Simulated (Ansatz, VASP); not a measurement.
# TiC in VASP and in Ansatz

INCAR

```
PREC = Accurate
ENCUT = 520
EDIFF = 1E-6
ISMEAR = -1
SIGMA = 0.05
LREAL = F
LASPH = T
NELM = 60
ALGO = Normal
ISIF = 2
LWAVE = F
LCHARG = T
GGA = PS
LELF = T
LVHAR = T
NBANDS = 15
```

Contents of KPOINTS:

```
Automatic mesh
0
Gamma
  15 15 15
```

Contents of POSCAR:

```
TiC
1.0
    0.0000000000      2.3641273732      2.3641273732
    2.3641273732      0.0000000000      2.3641273732
    2.3641273732      2.3641273732      0.0000000000
Ti C
1 1
Direct
    0.0000000000      0.0000000000      0.0000000000
    0.2500000000      0.2500000000      0.2500000000
```

Input for Ansatz:

```yaml
crystal:
  lattice:
    - [0.0, 2.3641273732, 2.3641273732]
    - [2.3641273732, 0.0, 2.3641273732]
    - [2.3641273732, 2.3641273732, 0.0]
  atoms:
    - { symbol: Ti, position: [0.0, 0.0, 0.0] }
    - { symbol: C, position: [0.25, 0.25, 0.25] }
kpoints:
  mp_grid: { grid: [15, 15, 15] }
  band_path:
    path:
      - [0.0, 0.0, 0.0]
      - [-0.5, -0.5, 0.0]
      - [-0.375, -0.375, 0.25]
      - [-0.375, 0.0, 0.375]
      - [0.0, 0.0, 0.0]
      - [0.0, 0.0, 0.5]
      - [-0.5, -0.25, 0.25]
      - [-0.5, -0.5, 0.0]
    npoints: 5
scf:
  occupations: { method: fermi_dirac, width: 0.05 }
hamiltonian:
  xc: pbesol
  pseudopotentials: { kind: all_electron, lapw: { basis_error: 0.00025 } }
output:
  forces: true
  stress: true
  eigenvalues: true
```

Alike in both runs: task single point; functional PBEsol; k mesh 15 × 15 × 15; occupations fermi-dirac, width 0.05 eV; no spin polarisation.

```csv
,VASP,Ansatz
version,VASP 6.6.1,Ansatz 0.2.0
potentials or method,"VASP PAW PBE potentials, release 64 (Ti_sv, C), cutoff 520 eV","all-electron LAPW, scalar-relativistic"
```

```tsv
	VASP	Ansatz	Ansatz less VASP
pressure (GPa)	-4.4	-4.6	-0.15
```

VASP's potentials were made for PBE, not for PBEsol. Ansatz ran all-electron here, and VASP with PAW potentials.
